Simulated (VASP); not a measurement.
# ZrC in VASP: further runs

ZrC is run at these levels: LDA; tasks: single point.

All numbers are computed with VASP 6.6.1; they aren't measurements. Logs are shortened: lines on timing, memory, paths and dates and some standing lists are left out, and cuts for length are marked.

**1. The cell of the first run**

It takes space group I4/mmm (No. 139, tetragonal). Conventional cell: a = 3.397 Å, b = 3.397 Å, c = 4.317 Å, α = 90.00°, β = 90.00°, γ = 90.00°. Within 2.9 Å of Zr (site symmetry 4/mmm) lie 6 C at 2.16 to 2.40 Å. Within 2.9 Å of C (site symmetry 4/mmm) lie 6 Zr at 2.16 to 2.40 Å.

**2. Single point, LDA**

Contents of INCAR:

```
ALGO = Normal ; EDIFF = 1E-6
ENCUT = 600 ; GGA_COMPAT = False
ISIF = 2 ; ISMEAR = 0
LASPH = True ; LCHARG = True
LELF = True ; LREAL = False
LVHAR = True ; LWAVE = False
NBANDS = 15 ; NELM = 120
PREC = Accurate ; SIGMA = 0.15
```

Contents of KPOINTS:

```
k-points
0
Gamma
  16 16 16
```

Contents of POSCAR:

```
ZrC
1.0
    0.0000000000      2.4019541123      2.1582776081
    2.4019541123      0.0000000000      2.1582776081
    2.4019541123      2.4019541123      0.0000000000
Zr C
1 1
Direct
    0.5000000000      0.5000000000      0.5000000000
    0.0000000000      0.0000000000      0.0000000000
```

Potentials or basis: VASP PAW LDA potentials, release 64 (Zr_sv, C).

Run with:

```sh
$ cat potpaw_LDA.64/Zr_sv/POTCAR potpaw_LDA.64/C/POTCAR > POTCAR
$ mpirun -np 1 vasp_std > vasp.out
```

OUTCAR:

```text
EDIFF = 1E-6
   ENCUT = 600
   ISIF = 2
   ISMEAR = 0
   LASPH = True
   LREAL = False
   NELM = 120
   PREC = Accurate

 ion  position               nearest neighbor table
   1  0.500  0.500  0.500-   2 2.16   2 2.16   2 2.40   2 2.40   2 2.40   2 2.40
   2  0.000  0.000  0.000-   1 2.16   1 2.16   1 2.40   1 2.40   1 2.40   1 2.40

  LATTYP: Found a body centered tetragonal cell.
 ALAT       =     3.3968760818
 C/A-ratio  =     1.2707426212

  Lattice vectors:

 A1 = (   0.0000000000,  -2.4019541123,  -2.1582776081)
 A2 = (   0.0000000000,   2.4019541123,  -2.1582776081)
 A3 = (   2.4019541123,   0.0000000000,   2.1582776081)

Analysis of symmetry for initial positions (statically):
=====================================================================
 Subroutine PRICEL returns:
 Original cell was already a primitive cell.

 Routine SETGRP: Setting up the symmetry group for a
 body centered tetragonal supercell.

 Subroutine GETGRP returns: Found 16 space group operations
 (whereof 16 operations were pure point group operations)
 out of a pool of 16 trial point group operations.

The static configuration has the point symmetry D_4h.

Analysis of symmetry for dynamics (positions and initial velocities):
=====================================================================
 Subroutine PRICEL returns:
 Original cell was already a primitive cell.

 Routine SETGRP: Setting up the symmetry group for a
 body centered tetragonal supercell.

 Subroutine GETGRP returns: Found 16 space group operations
 (whereof 16 operations were pure point group operations)
 out of a pool of 16 trial point group operations.

The dynamic configuration has the point symmetry D_4h.

 Subroutine INISYM returns: Found 16 space group operations
 (whereof 16 operations are pure point group operations),
 and found     1 'primitive' translations

----------------------------------------------------------------------------------------

                                     Primitive cell

  volume of cell :      24.9039

  direct lattice vectors                    reciprocal lattice vectors
     0.000000000  2.401954112  2.158277608    -0.208163844  0.208163844  0.231666213
     2.401954112  0.000000000  2.158277608     0.208163844 -0.208163844  0.231666213
     2.401954112  2.401954112  0.000000000     0.208163844  0.208163844 -0.231666213

  length of vectors
     3.229171069  3.229171069  3.396876082     0.374611273  0.374611273  0.374611273

  position of ions in fractional coordinates (direct lattice)
     0.500000000  0.500000000  0.500000000
     0.000000000  0.000000000  0.000000000

  ion indices of the primitive-cell ions
   primitive index   ion index
                 1           1
                 2           2

----------------------------------------------------------------------------------------

 KPOINTS: k-points

Automatic generation of k-mesh.
 Grid dimensions read from file:
 generate k-points for:   16   16   16

 Generating k-lattice:

  Cartesian coordinates                     Fractional coordinates (reciprocal lattice)
    -0.013010240  0.013010240  0.014479138     0.062500000  0.000000000  0.000000000
     0.013010240 -0.013010240  0.014479138     0.000000000  0.062500000  0.000000000
     0.013010240  0.013010240 -0.014479138    -0.000000000 -0.000000000  0.062500000

  Length of vectors
     0.023413205  0.023413205  0.023413205

  Shift w.r.t. Gamma in fractional coordinates (k-lattice)
     0.000000000  0.000000000  0.000000000

 Subroutine IBZKPT returns following result:
 ===========================================

 Found    349 irreducible k-points:

 Following reciprocal coordinates:
            Coordinates               Weight
  0.000000  0.000000  0.000000      1.000000
  0.062500  0.000000  0.000000      8.000000
  0.125000  0.000000  0.000000      8.000000
  0.187500  0.000000  0.000000      8.000000
  0.250000  0.000000  0.000000      8.000000
  0.312500  0.000000  0.000000      8.000000
[... 16 lines left out ...]
 -0.125000  0.062500  0.000000      8.000000
 -0.062500  0.062500  0.000000      4.000000
 [... further k-points ...]
   k-points           NKPTS =    349   k-points in BZ     NKDIM =    349   number of bands    NBANDS=     15
   number of dos      NEDOS =    301   number of ions     NIONS =      2
   total plane-waves  NPLWV =  21952
   dimension x,y,z NGX =    28 NGY =   28 NGZ =   28
   dimension x,y,z NGXF=    56 NGYF=   56 NGZF=   56
   ions per type =               1   1
   NGX,Y,Z   is equivalent  to a cutoff of  14.42, 14.42, 13.70 a.u.
   NGXF,Y,Z  is equivalent  to a cutoff of  28.83, 28.83, 27.41 a.u.
 SYSTEM =  unknown system
   PREC   = accura    normal or accurate (medium, high low for compatibility)
   ISTART =      0    job   : 0-new  1-cont  2-samecut
   ICHARG =      2    charge: 1-file 2-atom 10-const
   ISPIN  =      1    spin polarized calculation?
   LNONCOLLINEAR =      F non collinear calculations
   LSORBIT =      F    spin-orbit coupling
   LASPH  =      T    aspherical Exc in radial PAW
   ENCUT  =  600.0 eV  44.10 Ry    6.64 a.u.   6.45  6.45  6.78*2*pi/ulx,y,z
   NELM   =    120;   NELMIN=  2; NELMDL= -5     # of ELM steps
   EDIFF  = 0.1E-05   stopping-criterion for ELM
   LREAL  =      F    real-space projection
   EDIFFG = 0.1E-04   stopping-criterion for IOM
   NSW    =      0    number of steps for IOM
   IBRION =     -1    ionic relax: 0-MD 1-quasi-New 2-CG
   NFREE  =      0    steps in history (QN), initial steepest desc. (CG)
   ISIF   =      2    stress and relaxation
   ISYM   =      2    0-nonsym 1-usesym 2-fastsym
   POTIM  = 0.5000    time-step for ionic-motion
   TEBEG  =    0.0;   TEEND  =   0.0 temperature during run
   PSTRESS=    0.0 pullay stress
   NELECT =      16.0000    total number of electrons
   NUPDOWN=      -1.0000    fix difference up-down
   EMIN   =  10.00;   EMAX   =-10.00  energy-range for DOS
   EFERMI =   0.00;   METHOD = LEGACY
   ISMEAR =     0;   SIGMA  =   0.15  broadening in eV -4-tet -1-fermi 0-gaus
   EFERMI_NEDOS =   21; number of points for ismear=-14 and -15
   IALGO  =     38    algorithm
   IMIX   =      4    mixing-type and parameters
     AMIX     =   0.40;   BMIX     =  1.00
     AMIX_MAG =   1.60;   BMIX_MAG =  1.00
  volume/ion in A,a.u.               =      12.45        84.03
  Fermi-wavevector in a.u.,A,eV,Ry     =   1.412622  2.669468 27.150433  1.995501
  Thomas-Fermi vector in A             =   2.534352
   LORBIT       =      0    0 simple, 1 ext, 2 COOP (PROOUT), +10 PAW based schemes
   GGA     = CA    functional components
   LHFCALC =     F    Hartree Fock is set to
   AEXX    =    0.0000 exact exchange contribution
   IVDW    =     0    specifies the selected vdW correction
   LEPSILON=     F    determine dielectric tensor
   LRPA    =     F    only Hartree local field effects (RPA)
 non-spin polarized calculation
 Gauss-broadening in eV      SIGMA  =   0.15
  energy-cutoff  :      600.00
  volume of cell :       24.90
 maximum number of plane-waves:       849
 NGX is ok and might be reduce to    28

 number of electron      16.0000000 magnetization

 Free energy of the ion-electron system (eV)
  ---------------------------------------------------
  ext. energy  EPLUGINS =         0.00000000
  ---------------------------------------------------
  free energy    TOTEN  =       -21.00373551 eV

  energy without entropy =      -21.00021446  energy(sigma->0) =      -21.00197498

 E-fermi :   9.9561     XC(G=0): -12.5428

 val. band max:        9.9525697563   @ k =   0.5000   0.0000   0.5000
 cond. band min:       9.9605678952   @ k =  -0.4375   0.0625   0.5000
 fundamental gap:      0.0079981389
 Fermi energy:         9.9560642037

 k-point     1 :       0.0000    0.0000    0.0000
  band No.  band energies     occupation
      1     -37.6780      2.00000
      2     -15.5387      2.00000
      3     -15.5159      2.00000
      4     -15.5159      2.00000
      5      -1.3651      2.00000
      6      10.6586      0.00000
      7      10.6586      0.00000
      8      10.6940      0.00000
      9      10.6940      0.00000
     10      11.4078      0.00000
     11      11.7597      0.00000
     12      12.2097      0.00000
     13      12.7368      0.00000
     14      18.7739      0.00000
     15      20.5918      0.00000

 k-point     2 :       0.0625    0.0000    0.0000
  band No.  band energies     occupation
      1     -37.6732      2.00000
      2     -15.5714      2.00000
      3     -15.5265      2.00000
      4     -15.5225      2.00000
      5      -1.2658      2.00000
      6       9.9334      1.16894
      7       9.9926      0.73053
      8      10.5973      0.00000
      9      11.0333      0.00000
     10      11.4400      0.00000
     11      11.9114      0.00000
     12      12.7410      0.00000
     13      13.3424      0.00000
     14      18.9716      0.00000
     15      20.8527      0.00000

 k-point     3 :       0.1250    0.0000    0.0000
  band No.  band energies     occupation
      1     -37.6593      2.00000
      2     -15.6893      2.00000
      3     -15.5413      2.00000
      4     -15.5302      2.00000
      5      -0.9785      2.00000
      6       8.9829      2.00000
      7       9.1912      2.00000
      8       9.8351      1.74579
      9      11.3917      0.00000
     10      11.7421      0.00000
     11      12.1807      0.00000
     12      13.7876      0.00000
     13      14.4625      0.00000
     14      19.4892      0.00000
     15      21.5684      0.00000
[... 343 lines left out ...]
 k-point    23 :      -0.1250    0.0625    0.0000
  band No.  band energies     occupation
      1     -37.6512      2.00000
      2     -15.7194      2.00000
      3     -15.5810      2.00000
      4     -15.5416      2.00000
      5      -0.8604      2.00000
      6       8.5029      2.00000
      7       8.8471      2.00000
      8       9.6796      1.99086
      9      11.1427      0.00000
     10      12.1115      0.00000
     11      12.6686      0.00000
     12      14.7554      0.00000
     13      14.7900      0.00000
     14      19.3040      0.00000
     15      21.9723      0.00000

 k-point    24 :      -0.0625    0.0625    0.0000
  band No.  band energies     occupation
      1     -37.6665      2.00000
      2     -15.5955      2.00000
      3     -15.5678      2.00000
      4     -15.5256      2.00000
      5      -1.1520      2.00000
      6       9.4340      2.00000
      7       9.5694      1.99973
      8      10.0993      0.17678
      9      10.8385      0.00000
     10      11.9190      0.00000
     11      12.2518      0.00000
     12      13.6530      0.00000
     13      13.7942      0.00000
     14      18.9731      0.00000
     15      21.1988      0.00000

 [... further k-points ...]

------------------------ aborting loop because EDIFF is reached ----------------------------------------

  FORCE on cell =-STRESS in cart. coord.  units (eV):
  Direction    XX          YY          ZZ          XY          YZ          ZX
  --------------------------------------------------------------------------------------
  -------------------------------------------------------------------------------------
  Total       -1.6785215     -1.6785215      6.5010071      0.0000000     -0.0000000     -0.0000000
  in kB     -107.9868256   -107.9868256    418.2389802      0.0000000     -0.0000000     -0.0000000
  external PRESSURE =      67.4217763 kB  Pullay stress =       0.0000000 kB

 VOLUME and BASIS-vectors are now :
 -----------------------------------------------------------------------------
  energy-cutoff  :      600.00
  volume of cell :       24.90
      direct lattice vectors                 reciprocal lattice vectors
     0.000000000  2.401954112  2.158277608    -0.208163844  0.208163844  0.231666213
     2.401954112  0.000000000  2.158277608     0.208163844 -0.208163844  0.231666213
     2.401954112  2.401954112  0.000000000     0.208163844  0.208163844 -0.231666213

 POSITION                                       TOTAL-FORCE (eV/Angst)
 -----------------------------------------------------------------------------------
      2.40195      2.40195      2.15828        -0.000000      0.000000      0.000000
      0.00000      0.00000      0.00000         0.000000     -0.000000      0.000000
 -----------------------------------------------------------------------------------
    total drift:                                0.000000      0.000000      0.000000

  FREE ENERGIE OF THE ION-ELECTRON SYSTEM (eV)
  ---------------------------------------------------
  free  energy   TOTEN  =       -21.0037355070 eV

  energy  without entropy=      -21.0002144609  energy(sigma->0) =      -21.00197498
```

Wall time 2.3 min (1 thread of Intel Xeon 8259CL, shared host); peak memory 0.27 GiB.

What came out:

* Free energy: -21.0037 eV
* Pressure: 6.7 GPa
* Band gap on the k mesh: zero (bands 8 and 9 overlap by 1.72 eV)

Stress tensor (GPa, compression positive):
```
-10.80   0.00   0.00
  0.00 -10.80   0.00
  0.00   0.00  41.82
```

Levels at points of the mesh, in eV from the Fermi level:
```tsv
k point	band 5	band 6	band 7	band 8	band 9	band 10	band 11	band 12
(0.00, 0.00, 0.00)	-11.32	0.70	0.70	0.74	0.74	1.45	1.80	2.25
(0.50, 0.00, 0.00)	-7.85	-5.49	-3.28	-3.14	4.25	5.21	5.82	6.63
(0.50, 0.50, 0.00)	-10.22	-2.11	-0.98	-0.29	-0.29	4.79	5.86	5.86
(0.50, 0.00, 0.50)	-10.23	-2.34	-1.83	0.00	0.74	4.27	5.35	6.31
```

Caveat: the stress differs along the axes, from -11 to 42 GPa.

**3. Single point, LDA**

This run uses another cell than the first one, of the same volume but with other edges.

Contents of INCAR:

```
PREC = Accurate
ENCUT = 600
EDIFF = 1E-6
ISMEAR = 0
SIGMA = 0.15
LREAL = False
LASPH = True
NELM = 120
ALGO = Normal
ISIF = 2
LWAVE = False
LCHARG = False
GGA = CA
NBANDS = 15
GGA_COMPAT = False
```

Contents of KPOINTS:

```
regular mesh
0
Gamma
  16 16 16
```

Contents of POSCAR:

```
ZrC
1.0
    0.0000000000      2.2395031095      2.4831796137
    2.2395031095      0.0000000000      2.4831796137
    2.2395031095      2.2395031095      0.0000000000
Zr C
1 1
Direct
    0.4983745445      0.5016254555      0.5016254555
    0.0123452608     -0.0123452608     -0.0123452608
```

Potentials or basis: VASP PAW LDA potentials, release 64 (Zr_sv, C).

Run with:

```sh
$ cat potpaw_LDA.64/Zr_sv/POTCAR potpaw_LDA.64/C/POTCAR > POTCAR
$ mpirun -np 1 vasp_std > vasp.out
```

OUTCAR:

```text
PREC = Accurate
   ENCUT = 600
   EDIFF = 1E-6
   ISMEAR = 0
   LREAL = False
   LASPH = True
   NELM = 120
   ISIF = 2
   GGA = CA

 ion  position               nearest neighbor table
   1  0.498  0.502  0.502-   2 2.18   2 2.24   2 2.24   2 2.30   2 2.48   2 2.48
   2  0.012  0.988  0.988-   1 2.18   1 2.24   1 2.24   1 2.30   1 2.48   1 2.48

  LATTYP: Found a body centered tetragonal cell.
 ALAT       =     3.1671356704
 C/A-ratio  =     1.5680917220

  Lattice vectors:

 A1 = (  -2.2395031095,   0.0000000000,   2.4831796137)
 A2 = (   2.2395031095,   0.0000000000,   2.4831796137)
 A3 = (   0.0000000000,   2.2395031095,  -2.4831796137)

Analysis of symmetry for initial positions (statically):
=====================================================================
 Subroutine PRICEL returns:
 Original cell was already a primitive cell.

 Routine SETGRP: Setting up the symmetry group for a
 body centered tetragonal supercell.

 Subroutine GETGRP returns: Found  4 space group operations
 (whereof  4 operations were pure point group operations)
 out of a pool of 16 trial point group operations.

The static configuration has the point symmetry C_2v.
[... 175 lines left out ...]
      6      10.1096      0.31328
      7      10.4177      0.00009
      8      10.9416      0.00000
      9      11.3011      0.00000
     10      11.4052      0.00000
     11      11.5285      0.00000
     12      11.8194      0.00000
     13      13.5882      0.00000
     14      18.4459      0.00000
[... 401 lines left out ...]
      2     -15.6127      2.00000
      3     -15.6019      2.00000
      4     -15.4759      2.00000
      5      -1.0629      2.00000
      6       9.2714      2.00000
      7       9.5832      1.99992
      8       9.8874      1.72312
      9      11.4670      0.00000
     10      11.5336      0.00000
     11      12.2180      0.00000
     12      12.3660      0.00000
     13      15.2113      0.00000
     14      19.0559      0.00000
     15      21.2995      0.00000

 [... further k-points ...]

------------------------ aborting loop because EDIFF is reached ----------------------------------------

  FORCE on cell =-STRESS in cart. coord.  units (eV):
  Direction    XX          YY          ZZ          XY          YZ          ZX
  --------------------------------------------------------------------------------------
  -------------------------------------------------------------------------------------
  Total        3.2542761      3.0021898     -3.1116041      0.0000000      0.0000000      0.0000000
  in kB      209.3261597    193.1111089   -200.1490138      0.0000000      0.0000000      0.0000000
  external PRESSURE =      67.4294183 kB  Pullay stress =       0.0000000 kB

 VOLUME and BASIS-vectors are now :
 -----------------------------------------------------------------------------
  energy-cutoff  :      600.00
  volume of cell :       24.91
      direct lattice vectors                 reciprocal lattice vectors
     0.000000000  2.239503110  2.483179614    -0.223263811  0.223263811  0.201354746
     2.239503110  0.000000000  2.483179614     0.223263811 -0.223263811  0.201354746
     2.239503110  2.239503110  0.000000000     0.223263811  0.223263811 -0.201354746

 POSITION                                       TOTAL-FORCE (eV/Angst)
 -----------------------------------------------------------------------------------
      2.24678      2.23950      2.48318        -0.750429      0.000000      0.000000
      4.42371      2.23950      2.48318         0.750429      0.000000      0.000000
 -----------------------------------------------------------------------------------
    total drift:                               -0.000028     -0.000000     -0.000000

  FREE ENERGIE OF THE ION-ELECTRON SYSTEM (eV)
  ---------------------------------------------------
  free  energy   TOTEN  =       -21.0389655699 eV

  energy  without entropy=      -21.0356905255  energy(sigma->0) =      -21.03732805
```

Run time: 4.2 min. Hardware: 1 thread of Intel Xeon 8259CL, shared host; peak memory 0.38 GiB.

What came out:

```yaml
Free_energy: -21.0390 eV
Pressure: 6.7 GPa
Largest_force: 0.750 eV/Å
Band_gap_on_the_k_mesh: zero (bands 8 and 9 overlap by 1.51 eV)
```

Forces in eV/Å, atoms in the order of the input:
```
Zr  -0.750  0.000  0.000
C    0.750  0.000  0.000
```

Caveat: the stress differs along the axes, from -20 to 21 GPa.
